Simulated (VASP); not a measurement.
# SiC (Imm2) in VASP: a series of runs, part 2 of 2

VASP 6.6.1. The steps go on from the part before.

## 3. Single point, PBEsol

Contents of INCAR:

```
ALGO = Normal
EDIFF = 1E-6
ENCUT = 520
GGA = PS
ISIF = 2
ISMEAR = 0
LASPH = True
LCHARG = False
LREAL = False
LWAVE = False
NBANDS = 11
NELM = 80
PREC = Accurate
SIGMA = 0.05
```

Contents of KPOINTS:

```
k-points
0
Gamma
  10 10 10
```

Contents of POSCAR:

```
SiC
1.0
    0.0000000000      2.1964702184      2.1964702184
    2.1964702184      0.0000000000      2.1964702184
    2.1964702184      2.1964702184      0.0000000000
Si C
1 1
Direct
    0.0011779326     -0.0011779326      0.0011779326
    0.7472456717      0.7527543283      0.7472456717
```

Potentials or basis: VASP PAW PBE potentials, release 64 (Si, C).

The run is started by

```bash
$ cat potpaw_PBE.64/Si/POTCAR potpaw_PBE.64/C/POTCAR > POTCAR
$ mpirun -np 1 vasp_std > vasp.out
```

OUTCAR:

```text
EDIFF = 1E-6
   ENCUT = 520
   GGA = PS
   ISIF = 2
   ISMEAR = 0
   LASPH = True
   LREAL = False
   NELM = 80
   PREC = Accurate

 ion  position               nearest neighbor table
   1  0.001  0.999  0.001-   2 1.89   2 1.89   2 1.91   2 1.91
   2  0.747  0.753  0.747-   1 1.89   1 1.89   1 1.91   1 1.91

  LATTYP: Found a face centered cubic cell.
 ALAT       =     4.3929404368

  Lattice vectors:

 A1 = (   0.0000000000,   2.1964702184,   2.1964702184)
 A2 = (   2.1964702184,   0.0000000000,   2.1964702184)
[... 512 lines left out ...]
      6      14.8186      0.00000
      7      15.8477      0.00000
      8      17.5622      0.00000
      9      20.9692      0.00000
     10      23.9329      0.00000
     11      23.9724      0.00000

 [... further k-points ...]
[... 5 lines left out ...]
  --------------------------------------------------------------------------------------
  -------------------------------------------------------------------------------------
  Total       -0.6411532     -0.6476547     -0.6411532      0.0000000      0.0000000     -0.1262645
  in kB      -48.4692669    -48.9607611    -48.4692669      0.0000000      0.0000000     -9.5452160
  external PRESSURE =     -48.6330983 kB  Pullay stress =       0.0000000 kB

 VOLUME and BASIS-vectors are now :
 -----------------------------------------------------------------------------
  energy-cutoff  :      520.00
  volume of cell :       21.19
      direct lattice vectors                 reciprocal lattice vectors
     0.000000000  2.196470218  2.196470218    -0.227637960  0.227637960  0.227637960
     2.196470218  0.000000000  2.196470218     0.227637960 -0.227637960  0.227637960
     2.196470218  2.196470218  0.000000000     0.227637960  0.227637960 -0.227637960

 POSITION                                       TOTAL-FORCE (eV/Angst)
 -----------------------------------------------------------------------------------
      2.19647      0.00517      2.19647         0.000000     -0.313620      0.000000
      3.29471      3.28261      3.29471         0.000000      0.313620      0.000000
 -----------------------------------------------------------------------------------
    total drift:                               -0.000000      0.000106     -0.000000

  FREE ENERGIE OF THE ION-ELECTRON SYSTEM (eV)
  ---------------------------------------------------
  free  energy   TOTEN  =       -15.9048476135 eV

  energy  without entropy=      -15.9048476135  energy(sigma->0) =      -15.90484761
```

Wall time 15 s (1 thread of Intel Xeon Platinum 8488C (Sapphire Rapids), shared host); peak memory 0.16 GiB.

What came out:

```
Free energy            : -15.9048 eV
Pressure               : -4.9 GPa
Largest force          : 0.314 eV/Å
Band gap on the k mesh : 1.17 eV, indirect (least direct gap 4.38 eV)
```

Forces on the atoms (eV/Å):
```
Si   0.000 -0.314  0.000
C    0.000  0.314  0.000
```

Stress tensor (GPa, compression positive):
```
-4.85  0.00 -0.95
 0.00 -4.90  0.00
-0.95  0.00 -4.85
```

Levels at points of the mesh, in eV from the valence-band top:
```tsv
k point	band 2	band 3	band 4	band 5	band 6	band 7
(0.00, 0.00, 0.00)	-0.16	-0.08	0.00	5.83	6.97	7.00
(0.50, 0.00, 0.00)	-8.58	-1.17	-1.06	5.08	6.92	7.05
(0.00, 0.50, 0.00)	-8.51	-1.20	-1.09	5.08	6.88	7.01
(0.50, 0.50, 0.00)	-7.84	-3.24	-3.24	1.17	4.03	13.60
(0.50, 0.00, 0.50)	-7.84	-3.29	-3.20	1.17	4.04	13.60
```

Caveat: the PAW data sets were made with another functional, which shifts forces and pressure a little. Expect the measured gap to be larger: semilocal functionals such as PBEsol lack the derivative discontinuity.

## 4. Single point, PBEsol

Contents of INCAR:

```
SYSTEM = SiC
  ALGO = Normal
  EDIFF = 1E-6
  ENCUT = 520
  GGA = PS
  ISIF = 2
  ISMEAR = 0
  LASPH = .TRUE.
  LCHARG = .FALSE.
  LREAL = .FALSE.
  LWAVE = .FALSE.
  NBANDS = 11
  NELM = 60
  PREC = Accurate
  SIGMA = 0.05
```

Contents of KPOINTS:

```
k-points
0
G
  10 10 10
  0 0 0
```

Contents of POSCAR:

```
SiC
1.0
    0.0000000000      2.1964702184      2.1964702184
    2.1964702184      0.0000000000      2.1964702184
    2.1964702184      2.1964702184      0.0000000000
Si C
1 1
Direct
    0.0035337978     -0.0035337978      0.0035337978
    0.7417370152      0.7582629848      0.7417370152
```

Potentials or basis: VASP PAW PBE potentials, release 64 (Si, C).

The run is started by

```bash
$ cat potpaw_PBE.64/Si/POTCAR potpaw_PBE.64/C/POTCAR > POTCAR
$ mpirun -np 1 vasp_std > vasp.out
```

OUTCAR:

```text
SYSTEM = SiC
   EDIFF = 1E-6
   ENCUT = 520
   GGA = PS
   ISIF = 2
   ISMEAR = 0
   LASPH = .TRUE.
   LREAL = .FALSE.
   NELM = 60
   PREC = Accurate

 ion  position               nearest neighbor table
   1  0.004  0.996  0.004-   2 1.87   2 1.87   2 1.93   2 1.93
   2  0.742  0.758  0.742-   1 1.87   1 1.87   1 1.93   1 1.93

  LATTYP: Found a face centered cubic cell.
 ALAT       =     4.3929404368

  Lattice vectors:

 A1 = (   0.0000000000,   2.1964702184,   2.1964702184)
 A2 = (   2.1964702184,   0.0000000000,   2.1964702184)
 A3 = (   2.1964702184,   2.1964702184,   0.0000000000)

Analysis of symmetry for initial positions (statically):
=====================================================================
 Subroutine PRICEL returns:
 Original cell was already a primitive cell.

 Routine SETGRP: Setting up the symmetry group for a
 face centered cubic supercell.

 Subroutine GETGRP returns: Found  4 space group operations
 (whereof  4 operations were pure point group operations)
 out of a pool of 48 trial point group operations.

The static configuration has the point symmetry C_2v.

Analysis of symmetry for dynamics (positions and initial velocities):
[... 166 lines left out ...]
 k-point     1 :       0.0000    0.0000    0.0000
  band No.  band energies     occupation
      1      -7.4490      2.00000
      2       7.5376      2.00000
      3       7.7949      2.00000
      4       8.0241      2.00000
      5      13.6875      0.00000
      6      14.7746      0.00000
      7      14.8658      0.00000
      8      14.9823      0.00000
      9      22.0999      0.00000
     10      22.1022      0.00000
     11      23.6736      0.00000
[... 309 lines left out ...]
 k-point    24 :       0.1000    0.0000    0.4000
  band No.  band energies     occupation
      1      -4.8622      2.00000
      2       1.0190      2.00000
      3       6.2465      2.00000
      4       6.5766      2.00000
      5      13.2283      0.00000
      6      14.8798      0.00000
      7      15.7761      0.00000
      8      17.5363      0.00000
      9      20.9469      0.00000
     10      23.9128      0.00000
     11      24.0035      0.00000

 [... further k-points ...]
[... 5 lines left out ...]
  --------------------------------------------------------------------------------------
  -------------------------------------------------------------------------------------
  Total       -0.5894308     -0.6478322     -0.5894308      0.0000000      0.0000000     -0.3797720
  in kB      -44.5592097    -48.9741783    -44.5592097      0.0000000      0.0000000    -28.7096300
  external PRESSURE =     -46.0308659 kB  Pullay stress =       0.0000000 kB

 VOLUME and BASIS-vectors are now :
 -----------------------------------------------------------------------------
  energy-cutoff  :      520.00
  volume of cell :       21.19
      direct lattice vectors                 reciprocal lattice vectors
     0.000000000  2.196470218  2.196470218    -0.227637960  0.227637960  0.227637960
     2.196470218  0.000000000  2.196470218     0.227637960 -0.227637960  0.227637960
     2.196470218  2.196470218  0.000000000     0.227637960  0.227637960 -0.227637960

 POSITION                                       TOTAL-FORCE (eV/Angst)
 -----------------------------------------------------------------------------------
      2.19647      0.01552      2.19647         0.000000     -0.937922      0.000000
      3.29471      3.25841      3.29471         0.000000      0.937922      0.000000
 -----------------------------------------------------------------------------------
    total drift:                               -0.000000      0.000104     -0.000000

  FREE ENERGIE OF THE ION-ELECTRON SYSTEM (eV)
  ---------------------------------------------------
  free  energy   TOTEN  =       -15.8832143878 eV

  energy  without entropy=      -15.8832143878  energy(sigma->0) =      -15.88321439
```

stdout:

```text
POSCAR found type information on POSCAR SiC
 POSCAR found :  2 types and       2 ions
 scaLAPACK will be used
 -----------------------------------------------------------------------------
|                                                                             |
|                                                                             |
|     You enforced a specific xc type in the INCAR file but a different       |
|     I HOPE YOU KNOW WHAT YOU ARE DOING!                                     |
|                                                                             |
 -----------------------------------------------------------------------------

 LDA part: xc-table for (Slater+PW92), standard interpolation
 POSCAR, INCAR and KPOINTS ok, starting setup
 FFT: planning ... GRIDC
 FFT: planning ... GRID_SOFT
 FFT: planning ... GRID
 WAVECAR not read
 entering main loop
```

Run time: 17 s. Hardware: 1 thread of Intel Xeon Platinum 8488C (Sapphire Rapids), shared host; peak memory 0.15 GiB.

What came out:

```yaml
Free_energy: -15.8832 eV
Pressure: -4.6 GPa
Largest_force: 0.938 eV/Å
Band_gap_on_the_k_mesh: 1.01 eV, indirect (least direct gap 4.29 eV)
```

Forces on the atoms (eV/Å):
```
Si   0.000 -0.938  0.000
C    0.000  0.938  0.000
```

Stress tensor (GPa, compression positive):
```
-4.46  0.00 -2.87
 0.00 -4.90  0.00
-2.87  0.00 -4.46
```

Caveat: the PAW data sets were made with another functional, which shifts forces and pressure a little. A k mesh can miss the band edges.
